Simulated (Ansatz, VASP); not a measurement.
**Sc3Al2 in VASP and in Ansatz**

```
CELL_PARAMETERS angstrom
3.21861 0.00000 0.00000
-1.60931 2.78740 0.00000
0.00000 0.00000 24.09444
ATOMIC_POSITIONS crystal
Sc 0.33333 0.66667 0.50000
Sc 0.66667 0.33333 0.00000
Sc 0.66667 0.33333 0.19450
Sc 0.66667 0.33333 0.39029
Sc 0.66667 0.33333 0.60971
Sc 0.66667 0.33333 0.80550
Al 0.33333 0.66667 0.90268
Al 0.33333 0.66667 0.09732
Al 0.33333 0.66667 0.29201
Al 0.33333 0.66667 0.70799
```

Alike in both runs: task single point; functional PBE; k mesh 6 × 6 × 1; occupations gaussian, width 0.1 eV; collinear spin.

|  | VASP | Ansatz |
| --- | --- | --- |
| version | VASP 6.6.1 | Ansatz 0.2.0 |
| potentials or method | VASP PAW PBE potentials, release 64 (Sc_sv, Al), cutoff 520 eV | scalar-relativistic, plane waves, PAW |
| valence electrons in the cell | 78 | 78 |

Ansatz gave:

```
gap on the k mesh at the Fermi level (eV)                     : none
pressure (GPa)                                                : 0.2
traceless stress, the component that is largest in VASP (GPa) : 0.49
rms of the force components (eV/Å)                            : 0.013
net moment per atom (μB)                                      : 0.25
size of the moment on the site where the two differ most (μB) : 0.28
```

Estimate VASP's values.

gap on the k mesh at the Fermi level (eV): none; pressure (GPa): 0.3; traceless stress, the component that is largest in VASP (GPa): 0.51; rms of the force components (eV/Å): 0.013; net moment per atom (μB): 0.25; size of the moment on the site where the two differ most (μB): 0.24.

Site moments also hang on the region over which each program counts them. Atom by atom the forces differ by 0.000 eV/Å (rms over components). A gap of «none» marks a metal or a gap that the smearing closes.

The k mesh is coarse, so the values compare programs but aren't converged.
